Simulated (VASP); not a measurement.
A run of VASP 6.6.1 is set up as follows.

Contents of POSCAR:

```
Fe
1.0
   -1.4345540696      1.4345540696      1.4345540696
    1.4345540696     -1.4345540696      1.4345540696
    1.4345540696      1.4345540696     -1.4345540696
Fe
1
Direct
    0.0000000000      0.0000000000      0.0000000000
```

Contents of INCAR.step1:

```
SYSTEM = Fe
PREC     = Accurate       ! precision mode
ENCUT    = 520            ! plane-wave cutoff, eV
ISMEAR   = -1             ! smearing method
SIGMA    = 0.05           ! smearing width, eV
LREAL    = .FALSE.        ! projectors in reciprocal space
LASPH    = .TRUE.         ! aspherical terms in the spheres
NELM     = 150            ! most SCF steps
ISPIN    = 2              ! spin polarisation
MAGMOM   = 2.804          ! initial moments
LMAXMIX  = 4              ! l up to which the mixer works
NBANDS   = 14             ! bands
GGA      = PE             ! functional
ALGO     = Normal         ! electronic algorithm
EDIFF    = 1E-4           ! SCF threshold, eV
LWAVE    = .TRUE.         ! write WAVECAR
LCHARG   = .FALSE.        ! write CHGCAR
```

Contents of INCAR.step2:

```
SYSTEM = Fe
PREC     = Accurate       ! precision mode
ENCUT    = 520            ! plane-wave cutoff, eV
EDIFF    = 1E-6           ! SCF threshold, eV
ISMEAR   = -1             ! smearing method
SIGMA    = 0.05           ! smearing width, eV
LREAL    = .FALSE.        ! projectors in reciprocal space
LASPH    = .TRUE.         ! aspherical terms in the spheres
NELM     = 150            ! most SCF steps
ALGO     = Normal         ! electronic algorithm
ISIF     = 2              ! what is computed and relaxed
LWAVE    = .FALSE.        ! write WAVECAR
LCHARG   = .FALSE.        ! write CHGCAR
ISPIN    = 2              ! spin polarisation
MAGMOM   = 2.804          ! initial moments
LORBIT   = 11             ! projections on sites
LMAXMIX  = 4              ! l up to which the mixer works
METAGGA  = R2SCAN         ! meta-GGA
LMIXTAU  = .TRUE.       
NBANDS   = 14             ! bands
ISTART   = 1
```

File KPOINTS:

```
Automatic mesh
0
G
  15 15 15
  0 0 0
```

Potentials or basis: VASP PAW PBE potentials, release 64 (Fe).

Launch:

```sh
$ cat potpaw_PBE.64/Fe/POTCAR > POTCAR
$ cp INCAR.step1 INCAR
$ mpirun -np 1 vasp_std > vasp.out
$ cp INCAR.step2 INCAR
$ mpirun -np 1 vasp_std > vasp.out
```

Predict the pressure.

-0.4 GPa.

What does it give for the net moment?

2.67 μB per cell.

Predict the site moments.

Fe +2.74 μB.

Caveat: the PAW data sets were made with another functional, which shifts forces and pressure a little.
